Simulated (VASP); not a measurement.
Write the native input for VASP 6.6.1 that does the following.

| Property | Result |
| --- | --- |
| Task | relaxation of shape and atoms at fixed volume |
| Functional | PBE |
| Potentials or basis | VASP PAW PBE potentials, release 64 (Ag) |
| Cutoff | 600 eV |
| k mesh | 15 × 15 × 8 |
| Occupations | fermi-dirac, width 0.05 eV |
| Spin | no spin polarisation |
| Dipole correction | no |
| Further INCAR settings | ALGO = Normal; EDIFF = 1e-06; IBRION = 2; EDIFFG = -0.005; NSW = 50; ISIF = 4 |

The structure of Ag lies in POSCAR:

```
Ag
1.0
    2.6850659361      0.0000000000      0.0000000000
   -1.3425329680      2.3253353115      0.0000000000
    0.0000000000      0.0000000000      4.4612234708
Ag
2
Direct
    0.3333333333      0.6666666667      0.2500000000
    0.6666666667      0.3333333333      0.7500000000
```

One way to write it, as run:

INCAR

```
  PREC = Accurate
  ENCUT = 600
  EDIFF = 1E-6
  ISMEAR = -1
  SIGMA = 0.05
  LREAL = False
  LASPH = True
  NELM = 60
  ALGO = Normal
  ISIF = 4
  LWAVE = False
  LCHARG = False
  GGA = PE
  IBRION = 2
  NSW = 50
  EDIFFG = -0.005
```

KPOINTS

```
regular mesh
0
Gamma
  15 15 8
```

Potentials or basis: VASP PAW PBE potentials, release 64 (Ag).

Run with:

```console
$ cat potpaw_PBE.64/Ag/POTCAR > POTCAR
$ mpirun -np 1 vasp_std > vasp.out
```

Results of the run:

```
Energy gained by relaxing : 0.3 meV/atom
Ionic steps               : 3
Pressure after relaxing   : 45.4 GPa
Band gap on the k mesh    : zero (band 11 reaches 16.40 eV, above the bottom of band 12 at 7.87 eV)
```

Run time: 2.2 min on 1 thread of Intel(R) Xeon(R) Platinum 8175M CPU @ 2.50GHz (Skylake/Cascade Lake), with other jobs on the host, peak memory 0.19 GiB.
